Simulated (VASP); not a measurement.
# Al (Pm-3m) in VASP: a series of runs, part 2 of 2

VASP 6.6.1. The steps go on from the part before.

## Step 4: Single point, PBE

This run uses another cell than the first one, of 20.16 Å³/atom, 0.926 times its volume.

The input, INCAR:

```
SYSTEM = Al
PREC = Accurate
ENCUT = 520
EDIFF = 1E-6
ISMEAR = -1
SIGMA = 0.1
LREAL = .False.
LASPH = .True.
NELM = 100
ALGO = Normal
ISIF = 2
LWAVE = .False.
LCHARG = .True.
GGA = PE
LELF = .True.
LVHAR = .True.
NBANDS = 8
```

The input, KPOINTS:

```
Automatic mesh
0
Gamma
  19 19 19
  0 0 0
```

The input, POSCAR:

```
Al
1.0
    2.7218389360      0.0000000000      0.0000000000
    0.0000000000      2.7218389360      0.0000000000
    0.0000000000      0.0000000000      2.7218389360
Al
1
Direct
    0.0000000000      0.0000000000      0.0000000000
```

Potentials or basis: VASP PAW PBE potentials, release 64 (Al).

Started as:

```console
$ cat potpaw_PBE.64/Al/POTCAR > POTCAR
$ mpirun -np 1 vasp_std > vasp.out
```

OUTCAR:

```text
SYSTEM = Al
   PREC = Accurate
   ENCUT = 520
   EDIFF = 1E-6
   ISMEAR = -1
   LREAL = .False.
   LASPH = .True.
   NELM = 100
   ISIF = 2
   GGA = PE

 ion  position               nearest neighbor table
   1  0.000  0.000  0.000-

  LATTYP: Found a simple cubic cell.
 ALAT       =     2.7218389360

  Lattice vectors:

 A1 = (   2.7218389360,   0.0000000000,   0.0000000000)
 A2 = (   0.0000000000,   2.7218389360,   0.0000000000)
 A3 = (   0.0000000000,   0.0000000000,   2.7218389360)

Analysis of symmetry for initial positions (statically):
=====================================================================
 Subroutine PRICEL returns:
 Original cell was already a primitive cell.

 Routine SETGRP: Setting up the symmetry group for a
 simple cubic supercell.

 Subroutine GETGRP returns: Found 48 space group operations
 (whereof 48 operations were pure point group operations)
 out of a pool of 48 trial point group operations.

The static configuration has the point symmetry O_h .

Analysis of symmetry for dynamics (positions and initial velocities):
=====================================================================
 Subroutine PRICEL returns:
[... 153 lines left out ...]

 E-fermi :   5.6312     XC(G=0):  -9.4221

 val. band max:        5.6006102976   @ k =   0.3684   0.3158   0.0526
 cond. band min:       5.6389928760   @ k =   0.3158   0.1579   0.0526
 fundamental gap:      0.0383825784
 Fermi energy:         5.6311778815

 k-point     1 :       0.0000    0.0000    0.0000
  band No.  band energies     occupation
      1      -3.8973      2.00000
      2      13.6414      0.00000
      3      13.6414      0.00000
      4      14.7739      0.00000
      5      14.7739      0.00000
      6      14.7739      0.00000
      7      21.0247      0.00000
      8      29.5880      0.00000
[... 243 lines left out ...]
 k-point    24 :       0.3158    0.1053    0.0000
  band No.  band energies     occupation
      1      -1.7339      2.00000
      2       5.3522      1.88425
      3      12.8703      0.00000
      4      16.5967      0.00000
      5      17.3277      0.00000
      6      20.5268      0.00000
      7      21.8762      0.00000
      8      23.0124      0.00000

 [... further k-points ...]
[... 5 lines left out ...]
  --------------------------------------------------------------------------------------
  -------------------------------------------------------------------------------------
  Total        0.0004597      0.0004597      0.0004597     -0.0000000     -0.0000000      0.0000000
  in kB        0.0365232      0.0365232      0.0365232     -0.0000000     -0.0000000      0.0000000
  external PRESSURE =       0.0365232 kB  Pullay stress =       0.0000000 kB

 VOLUME and BASIS-vectors are now :
 -----------------------------------------------------------------------------
  energy-cutoff  :      520.00
  volume of cell :       20.16
      direct lattice vectors                 reciprocal lattice vectors
     2.721838936  0.000000000  0.000000000     0.367398668  0.000000000  0.000000000
     0.000000000  2.721838936  0.000000000     0.000000000  0.367398668  0.000000000
     0.000000000  0.000000000  2.721838936     0.000000000  0.000000000  0.367398668

 POSITION                                       TOTAL-FORCE (eV/Angst)
 -----------------------------------------------------------------------------------
      0.00000      0.00000      0.00000         0.000000      0.000000      0.000000
 -----------------------------------------------------------------------------------
    total drift:                                0.000000      0.000000      0.000000

  FREE ENERGIE OF THE ION-ELECTRON SYSTEM (eV)
  ---------------------------------------------------
  free  energy   TOTEN  =        -3.3820746506 eV

  energy  without entropy=       -3.3650246911  energy(sigma->0) =       -3.37354967
```

It took 7.5 s on 1 thread of Intel Xeon 6975P-C (Granite Rapids), shared host; peak memory 0.14 GiB.

What came out:

```
Free energy : -3.3821 eV
Pressure    : 0.0 GPa
```

## Step 5: Relaxation of cell and atoms, PBE

This run uses another cell than the first one, of 17.93 Å³/atom, 0.823 times its volume.

The input, INCAR:

```
PREC     = Accurate       # precision mode
ENCUT    = 600            # plane-wave cutoff, eV
EDIFF    = 1E-7           # SCF threshold, eV
ISMEAR   = -1             # smearing method
SIGMA    = 0.1            # smearing width, eV
LREAL    = F              # projectors in reciprocal space
LASPH    = T              # aspherical terms in the spheres
NELM     = 60             # most SCF steps
ALGO     = Normal         # electronic algorithm
ISIF     = 3              # what is computed and relaxed
LWAVE    = F              # write WAVECAR
LCHARG   = F              # write CHGCAR
GGA      = PE             # functional
IBRION   = 2              # ionic algorithm
NSW      = 80             # ionic steps
EDIFFG   = -0.01          # ionic threshold
```

The input, KPOINTS:

```
regular mesh
0
Gamma
  12 12 12
```

The input, POSCAR:

```
Al
1.0
    2.6173666896      0.0000000000      0.0000000000
    0.0000000000      2.6173666896      0.0000000000
    0.0000000000      0.0000000000      2.6173666896
Al
1
Direct
    0.0000000000      0.0000000000      0.0000000000
```

Started as:

```console
$ cat potpaw_PBE.64/Al/POTCAR > POTCAR
$ mpirun -np 1 vasp_std > vasp.out
```

It took 5.9 s on 1 thread of Intel Xeon 6975P-C (Granite Rapids), shared host; peak memory 0.13 GiB.

It converged, with:

- Free energy: -3.3814 eV
- Relaxed volume: 20.14 Å³/atom
- Relaxed cell: a = 2.721 Å, b = 2.721 Å, c = 2.721 Å, α = 90.00°, β = 90.00°, γ = 90.00°
- Space group after relaxing (to 0.05 Å): Pm-3m (No. 221)
- Energy gained by relaxing: 52.9 meV/atom
- Ionic steps: 3
- Pressure after relaxing: 0.0 GPa

The path:
```csv
step,energy change (eV),largest force (eV/Å),pressure (GPa),volume (Å³)
1,0.0000,0.0000,8.47,17.93
2,-0.0519,0.0000,-0.93,20.51
3,-0.0529,0.0000,0.04,20.14
```

Final structure:
```
Al
1.0
     2.72089    0.00000    0.00000
     0.00000    2.72089    0.00000
     0.00000    0.00000    2.72089
Al
1
Cartesian
  0.0000 0.0000 0.0000
```

Levels at points of the mesh, in eV from the Fermi level:
| k point | band 1 | band 2 | band 3 | band 4 |
| --- | --- | --- | --- | --- |
| (0.00, 0.00, 0.00) | -9.54 | 8.01 | 8.01 | 9.14 |
| (0.50, 0.00, 0.00) | -5.19 | -4.07 | 10.57 | 12.66 |
| (0.50, 0.50, 0.00) | -0.53 | -0.53 | -0.27 | 2.22 |
| (0.50, 0.50, 0.50) | 2.88 | 2.88 | 2.88 | 5.60 |

## Step 6: Single point, PBE

This run uses another cell than the first one, of 20.16 Å³/atom, 0.926 times its volume.

The input, INCAR:

```
PREC     = Accurate       # precision mode
ENCUT    = 500            # plane-wave cutoff, eV
EDIFF    = 1E-6           # SCF threshold, eV
ISMEAR   = -1             # smearing method
SIGMA    = 0.1            # smearing width, eV
LREAL    = F              # projectors in reciprocal space
LASPH    = T              # aspherical terms in the spheres
NELM     = 120            # most SCF steps
ALGO     = Normal         # electronic algorithm
ISIF     = 2              # what is computed and relaxed
LWAVE    = F              # write WAVECAR
LCHARG   = F              # write CHGCAR
GGA      = PE             # functional
NBANDS   = 8              # bands
GGA_COMPAT= F
```

The input, KPOINTS:

```
Automatic mesh
0
Gamma
  6 6 6
```

The input, POSCAR:

```
Al
1.0
    2.7218389360      0.0000000000      0.0000000000
    0.0000000000      2.7218389360      0.0000000000
    0.0000000000      0.0000000000      2.7218389360
Al
1
Direct
    0.0000000000      0.0000000000      0.0000000000
```

Potentials or basis: VASP PAW PBE potentials, release 64 (Al).

Started as:

```console
$ cat potpaw_PBE.64/Al/POTCAR > POTCAR
$ mpirun -np 1 vasp_std > vasp.out
```

OUTCAR:

```text
PREC = Accurate
   ENCUT = 500
   EDIFF = 1E-6
   ISMEAR = -1
   LREAL = F
   LASPH = T
   NELM = 120
   ISIF = 2
   GGA = PE

 ion  position               nearest neighbor table
   1  0.000  0.000  0.000-

  LATTYP: Found a simple cubic cell.
 ALAT       =     2.7218389360

  Lattice vectors:

 A1 = (   2.7218389360,   0.0000000000,   0.0000000000)
 A2 = (   0.0000000000,   2.7218389360,   0.0000000000)
 A3 = (   0.0000000000,   0.0000000000,   2.7218389360)

Analysis of symmetry for initial positions (statically):
=====================================================================
 Subroutine PRICEL returns:
 Original cell was already a primitive cell.

 Routine SETGRP: Setting up the symmetry group for a
 simple cubic supercell.

 Subroutine GETGRP returns: Found 48 space group operations
 (whereof 48 operations were pure point group operations)
 out of a pool of 48 trial point group operations.

The static configuration has the point symmetry O_h .

Analysis of symmetry for dynamics (positions and initial velocities):
=====================================================================
[... 154 lines left out ...]
 cond. band min:       5.6971890905   @ k =   0.3333   0.1667   0.1667
 fundamental gap:      0.1016225134
 Fermi energy:         5.6042014622

 k-point     1 :       0.0000    0.0000    0.0000
  band No.  band energies     occupation
      1      -3.8977      2.00000
      2      13.6412      0.00000
      3      13.6412      0.00000
      4      14.7733      0.00000
      5      14.7733      0.00000
      6      14.7733      0.00000
      7      21.0217      0.00000
      8      29.5879      0.00000
[... 199 lines left out ...]
 k-point    20 :       0.5000    0.5000    0.5000
  band No.  band energies     occupation
      1       8.5146      0.00000
      2       8.5146      0.00000
      3       8.5146      0.00000
      4      11.2385      0.00000
      5      11.2385      0.00000
      6      11.2385      0.00000
      7      12.5223      0.00000
      8      15.1490      0.00000

------------------------ aborting loop because EDIFF is reached ----------------------------------------

  FORCE on cell =-STRESS in cart. coord.  units (eV):
  Direction    XX          YY          ZZ          XY          YZ          ZX
  --------------------------------------------------------------------------------------
  -------------------------------------------------------------------------------------
  Total        0.0543126      0.0543126      0.0543126      0.0000000      0.0000000     -0.0000000
  in kB        4.3154244      4.3154244      4.3154244      0.0000000      0.0000000     -0.0000000
  external PRESSURE =       4.3154244 kB  Pullay stress =       0.0000000 kB

 VOLUME and BASIS-vectors are now :
 -----------------------------------------------------------------------------
  energy-cutoff  :      500.00
  volume of cell :       20.16
      direct lattice vectors                 reciprocal lattice vectors
     2.721838936  0.000000000  0.000000000     0.367398668  0.000000000  0.000000000
     0.000000000  2.721838936  0.000000000     0.000000000  0.367398668  0.000000000
     0.000000000  0.000000000  2.721838936     0.000000000  0.000000000  0.367398668

 POSITION                                       TOTAL-FORCE (eV/Angst)
 -----------------------------------------------------------------------------------
      0.00000      0.00000      0.00000         0.000000      0.000000      0.000000
 -----------------------------------------------------------------------------------
    total drift:                                0.000000      0.000000      0.000000

  FREE ENERGIE OF THE ION-ELECTRON SYSTEM (eV)
  ---------------------------------------------------
  free  energy   TOTEN  =        -3.3069658172 eV

  energy  without entropy=       -3.2751310792  energy(sigma->0) =       -3.29104845
```

OSZICAR:

```text
N       E                     dE             d eps       ncg     rms          rms(c)
DAV:   1    -0.210130773264E+01   -0.21013E+01   -0.74337E+02   320   0.183E+02
DAV:   2    -0.330564612444E+01   -0.12043E+01   -0.11905E+01   416   0.174E+01
DAV:   3    -0.331385111946E+01   -0.82050E-02   -0.81997E-02   416   0.142E+00
DAV:   4    -0.331389481180E+01   -0.43692E-04   -0.43692E-04   432   0.986E-02
DAV:   5    -0.331389497585E+01   -0.16405E-06   -0.16377E-06   424   0.389E-03    0.100E+00
DAV:   6    -0.330975403476E+01    0.41409E-02   -0.20536E-03   352   0.177E-01    0.586E-01
DAV:   7    -0.330695554921E+01    0.27985E-02   -0.52298E-03   344   0.273E-01    0.935E-02
DAV:   8    -0.330696610855E+01   -0.10559E-04   -0.42054E-05   464   0.415E-02    0.615E-03
DAV:   9    -0.330696581721E+01    0.29134E-06   -0.59931E-07   368   0.319E-03
   1 F= -.33069658E+01 E0= -.32910484E+01  d E =-.318347E-01
```

It took 3.4 s on 1 thread of Intel Xeon 8259CL, shared host; peak memory 0.11 GiB.

Results:

```
Free energy : -3.3070 eV
Pressure    : 0.4 GPa
```

Caveat: the k points lie up to 0.38 Å⁻¹ apart.

## Step 7: Summary

```tsv
task	cell	k mesh	cutoff (eV)	gap on the mesh (eV)	pressure (GPa)
single point	a = 2.793 Å, 1 atom	13 × 13 × 13	520	none	-3.7
single point	a = 2.827 Å, 1 atom	13 × 13 × 13	520	none	-5.0
single point	a = 2.722 Å, 1 atom	19 × 19 × 19	520	none	0.0
relaxation of cell and atoms	relaxed from a = 2.617 Å, 1 atom	12 × 12 × 12	600	none	0.0
single point	a = 2.722 Å, 1 atom	6 × 6 × 6	500	none	0.4
```

Alike in all rows: level PBE; potentials or basis VASP PAW PBE potentials, release 64 (Al); no spin polarisation; smearing fermi-dirac 0.1 eV.

Caveats: some runs use coarse meshes.

Total energies depend on the potentials used, so only differences within one code and one set of settings carry meaning.
